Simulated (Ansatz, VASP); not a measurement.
## One calculation of Sn, two programs

Contents of INCAR:

```
ALGO     = Normal         # electronic algorithm
EDIFF    = 1E-8           # SCF threshold, eV
ENCUT    = 520            # plane-wave cutoff, eV
GGA      = PE             # functional
ISIF     = 2              # what is computed and relaxed
ISMEAR   = -1             # smearing method
LASPH    = T              # aspherical terms in the spheres
LCHARG   = F              # write CHGCAR
LEFG     = T            
LREAL    = F              # projectors in reciprocal space
LWAVE    = F              # write WAVECAR
NBANDS   = 13             # bands
NELM     = 80             # most SCF steps
PREC     = Accurate       # precision mode
SIGMA    = 0.05           # smearing width, eV
```

Contents of KPOINTS:

```
k-points
0
Gamma
  16 16 16
```

Contents of POSCAR:

```
Sn
1.0
   -2.0086911468      2.0086911468      1.6439834892
    2.0086911468     -2.0086911468      1.6439834892
    2.0086911468      2.0086911468     -1.6439834892
Sn
1
Direct
    0.0000000000      0.0000000000      0.0000000000
```

Input for Ansatz:

```yaml
crystal:
  lattice:
    - [-2.0086911468, 2.0086911468, 1.6439834892]
    - [2.0086911468, -2.0086911468, 1.6439834892]
    - [2.0086911468, 2.0086911468, -1.6439834892]
  atoms:
    - { symbol: Sn, position: [0.0, 0.0, 0.0] }
kpoints:
  mp_grid: { grid: [16, 16, 16] }
scf:
  occupations: { method: fermi_dirac, width: 0.05 }
hamiltonian:
  xc: pbe
  pseudopotentials: { kind: paw }
output:
  forces: true
  stress: true
  eigenvalues: true
  efg: { contact_densities: true }
```

Change from the starting cell: volume scaled by 0.97, PAW files.

Alike in both runs: task electric field gradients; functional PBE; k mesh 16 × 16 × 16; occupations fermi-dirac, width 0.05 eV; no spin polarisation.

|  | VASP | Ansatz |
| --- | --- | --- |
| version | VASP 6.6.1 | Ansatz 0.2.0 |
| potentials or method | VASP PAW PBE potentials, release 64 (Sn_d) | PAW with Ansatz's default frozen-core files, scalar-relativistic |
| plane-wave cutoff (eV) | 520 | 420 |
| valence electrons in the cell | 14 | 14 |

|  | VASP | Ansatz | Ansatz less VASP |
| --- | --- | --- | --- |
| pressure (GPa) | 2.6 | 2.7 | +0.06 |
| traceless stress, the component that is largest in VASP (GPa) | 0.71 | 0.71 | 0.000 |
| size of Vzz on the site where it differs most (V/Å²) | 11.4 | 12.9 | +1.52 |

The functional is the same, so the differences come from potentials, cutoffs and numerics.
